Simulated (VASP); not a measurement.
Wanted: the native input for a VASP 6.6.1 run.

| Quantity | Value |
| --- | --- |
| Task | single point |
| Functional | PBE |
| Potentials or basis | VASP PAW PBE potentials, release 64 (Ta_pv) |
| Cutoff | 520 eV |
| k mesh | 16 × 16 × 16 |
| Occupations | gaussian, width 0.1 eV |
| Spin | no spin polarisation |
| Dipole correction | no |
| Further INCAR settings | ALGO = Normal; EDIFF = 1e-06; NBANDS = 12 |

The structure of Ta lies in POSCAR:

```
Ta
1.0
   -1.6603706669      1.6603706669      1.6603706669
    1.6603706669     -1.6603706669      1.6603706669
    1.6603706669      1.6603706669     -1.6603706669
Ta
1
Direct
    0.0000000000      0.0000000000      0.0000000000
```

One way to write it, as run:

INCAR

```
ALGO = Normal ; EDIFF = 1E-6
ENCUT = 520 ; GGA = PE
ISIF = 2 ; ISMEAR = 0
LASPH = T ; LCHARG = T
LELF = T ; LREAL = F
LVHAR = T ; LWAVE = F
NBANDS = 12 ; NELM = 100
PREC = Accurate ; SIGMA = 0.1
```

KPOINTS

```
k-points
0
Gamma
  16 16 16
```

Potentials or basis: VASP PAW PBE potentials, release 64 (Ta_pv).

The run is started by

```console
$ cat potpaw_PBE.64/Ta_pv/POTCAR > POTCAR
$ mpirun -np 1 vasp_std > vasp.out
```

It gave:

* Pressure: 0.1 GPa

Run time: 30 s on 1 thread of Intel Xeon 8259CL, on a shared host, peak memory 0.16 GiB.
